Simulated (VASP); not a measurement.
Here is a VASP 6.6.1 calculation.

File INCAR:

```
SYSTEM = KZnF3
PREC     = Accurate       ! precision mode
ENCUT    = 520            ! plane-wave cutoff, eV
EDIFF    = 1E-6           ! SCF threshold, eV
ISMEAR   = 0              ! smearing method
SIGMA    = 0.05           ! smearing width, eV
LREAL    = .FALSE.        ! projectors in reciprocal space
LASPH    = .TRUE.         ! aspherical terms in the spheres
NELM     = 100            ! most SCF steps
ALGO     = Normal         ! electronic algorithm
ISIF     = 2              ! what is computed and relaxed
LWAVE    = .FALSE.        ! write WAVECAR
LCHARG   = .FALSE.        ! write CHGCAR
GGA      = PE             ! functional
NBANDS   = 29             ! bands
```

The input KPOINTS:

```
Automatic mesh
0
G
  6 6 6
  0 0 0
```

File POSCAR:

```
KZnF3
1.0
    3.6083214502      0.0000000000      0.0000000000
    0.0000000000      3.6083214502      0.0000000000
    0.0000000000      0.0000000000      5.1021665305
K Zn F
1 1 3
Direct
    0.0000000000      0.0000000000      0.0000000000
    0.5000000000      0.5000000000      0.5000000000
    0.5000000000      0.5000000000      0.0000000000
    0.0000000000      0.5000000000      0.5000000000
    0.5000000000      0.0000000000      0.5000000000
```

Potentials or basis: VASP PAW PBE potentials, release 64 (K_sv, Zn, F).

Launch:

```sh
$ cat potpaw_PBE.64/K_sv/POTCAR potpaw_PBE.64/Zn/POTCAR potpaw_PBE.64/F/POTCAR > POTCAR
$ mpirun -np 1 vasp_std > vasp.out
```

(1) What does it give for the band gap on the k mesh?

(2) Predict the pressure.

## Answers

(1) 2.78 eV (least direct gap 5.37 eV).

(2) 19.8 GPa.

Caveat: the cell stands under pressure.
